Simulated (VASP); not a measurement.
Write the native input for VASP 6.6.1 that does the following.

| Quantity | Value |
| --- | --- |
| Task | single point |
| Functional | PBE |
| Potentials or basis | VASP PAW PBE potentials, release 64 (Be, Se) |
| Cutoff | 520 eV |
| k mesh | 4 × 4 × 6 |
| Occupations | gaussian, width 0.1 eV |
| Spin | no spin polarisation |
| Dipole correction | no |
| Further INCAR settings | ALGO = Normal; EDIFF = 1e-06; NBANDS = 15 |

The structure of Be4Se lies in POSCAR:

```
Be4Se
1.0
    3.0174651600     -3.1685478500      0.0000000000
    3.0174651600      3.1685478500      0.0000000000
    0.0000000000      0.0000000000      2.7095916100
Be Se
4 1
Direct
    0.8105999900      0.1894000100      0.5000000000
    0.1894000100      0.8105999900      0.5000000000
    0.2852000000      0.2852000000      0.0000000000
    0.7148000000      0.7148000000      0.0000000000
    0.0000000000      0.0000000000      0.0000000000
```

The input as run:

INCAR

```
SYSTEM = Be4Se
PREC = Accurate
ENCUT = 520
EDIFF = 1E-6
ISMEAR = 0
SIGMA = 0.1
LREAL = .False.
LASPH = .True.
NELM = 100
ALGO = Normal
ISIF = 2
LWAVE = .False.
LCHARG = .False.
GGA = PE
NBANDS = 15
```

KPOINTS

```
Automatic mesh
0
Gamma
  4 4 6
  0 0 0
```

Potentials or basis: VASP PAW PBE potentials, release 64 (Be, Se).

The run is started by

```sh
$ cat potpaw_PBE.64/Be/POTCAR potpaw_PBE.64/Se/POTCAR > POTCAR
$ mpirun -np 1 vasp_std > vasp.out
```

Results of the run:

| Quantity | Value |
| --- | --- |
| Pressure | 74.3 GPa |
| Largest force | 10.007 eV/Å |
| Band gap on the k mesh | zero (band 7 reaches 7.51 eV, above the bottom of band 8 at 6.29 eV) |

Caveat: the k points lie up to 0.39 Å⁻¹ apart; forces of over 1 eV/Å act on the atoms, so gaps and moduli don't describe the material at rest.

Wall time 11 s on 1 thread of Intel(R) Xeon(R) Platinum 8488C (Sapphire Rapids) (shared host), peak memory 0.17 GiB.
